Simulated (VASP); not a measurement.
# Hf: single point with revPBE

Hf:

```
Hf
1.0
    -1.81069    1.81069    1.81069
     1.81069   -1.81069    1.81069
     1.81069    1.81069   -1.81069
Hf
1
Direct
  0.00000 0.00000 0.00000
```

This cell differs from its parent crystal: volume scaled by 1.04.

```json
{
  "Program": "VASP 6.6.1",
  "Task": "single point",
  "Functional": "revPBE",
  "Potentials or basis": "VASP PAW PBE potentials, release 64 (Hf_pv)",
  "Cutoff": "520 eV",
  "k mesh": "14 × 14 × 14",
  "Occupations": "fermi-dirac, width 0.1 eV",
  "Spin": "no spin polarisation",
  "Dipole correction": "no",
  "Further INCAR settings": "ALGO = Normal; EDIFF = 1e-06; NBANDS = 11"
}
```

| Quantity | Value |
| --- | --- |
| Pressure | -3.9 GPa |
| Band gap on the k mesh | zero (band 5 reaches 5.76 eV, above the bottom of band 6 at 3.53 eV) |

Levels at points of the mesh, in eV from the Fermi level:
```
           k point  band 3  band 4  band 5  band 6  band 7  band 8
(0.00, 0.00, 0.00)  -30.11   -6.85    1.49    1.49    1.49    4.10
(0.50, 0.00, 0.00)  -30.11   -3.19   -0.39    0.83    3.91    4.85
(0.50, 0.50, 0.50)  -30.57   -2.33   -2.33    6.34    6.34    6.34
```

It took 14 s on 1 thread of Intel(R) Xeon(R) Platinum 8259CL CPU @ 2.50GHz (Skylake/Cascade Lake), on a shared host, peak memory 0.16 GiB.

Caveat: the PAW data sets were made with another functional, which shifts forces and pressure a little; spin-orbit coupling is left out, which moves the levels of the heavy elements.
